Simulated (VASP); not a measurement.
Crystal: Ta3Cd.

```
CELL_PARAMETERS angstrom
5.99682 0.00000 0.00000
-2.99841 5.19340 0.00000
0.00000 0.00000 4.81338
ATOMIC_POSITIONS crystal
Ta 0.83300 0.66600 0.25000
Ta 0.16700 0.83300 0.75000
Ta 0.33400 0.16700 0.25000
Ta 0.16700 0.33400 0.75000
Ta 0.83300 0.16700 0.25000
Ta 0.66600 0.83300 0.75000
Cd 0.33333 0.66667 0.25000
Cd 0.66667 0.33333 0.75000
```

* Program: VASP 6.6.1
* Task: relaxation of cell and atoms
* Functional: PBE
* Potentials or basis: VASP PAW PBE potentials, release 64 (Ta_pv, Cd)
* Cutoff: 600 eV
* k mesh: 3 × 3 × 4
* Occupations: gaussian, width 0.1 eV
* Spin: no spin polarisation

At the start: pressure -0.6 GPa; volume 18.74 Å³/atom.

Where does the relaxation end?

Over 7 steps the energy falls by 24.8 meV/atom and the volume is 18.80 Å³/atom (+0.3 %); space group P6_3/mmc (No. 194, to 0.1 Å) before and after.

Step by step:
```tsv
step	energy change (eV)	largest force (eV/Å)	pressure (GPa)	volume (Å³)
1	0.0000	0.7764	-0.63	149.91
2	-0.1525	0.3891	1.58	148.29
3	-0.1702	0.1113	2.84	147.57
4	-0.1424	0.1314	-3.34	154.17
5	-0.1964	0.0117	0.17	150.20
6	-0.1964	0.0097	0.24	150.15
7	-0.1988	0.0335	-0.12	150.43
```

Final structure:
```
Ta Cd
1.0
     5.96181    0.00000    0.00000
    -2.98090    5.16308    0.00000
     0.00000    0.00000    4.88693
Ta Cd
6 2
Cartesian
  2.9809 3.5036 1.2217
  -1.5438 4.3334 3.6652
  1.4371 0.8297 1.2217
  0.0000 1.6594 3.6652
  4.5247 0.8297 1.2217
  1.5438 4.3334 3.6652
  0.0000 3.4421 1.2217
  2.9809 1.7210 3.6652
```

Caveat: the k points lie up to 0.41 Å⁻¹ apart in the final cell, too coarse for converged energies and pressures of a metal.
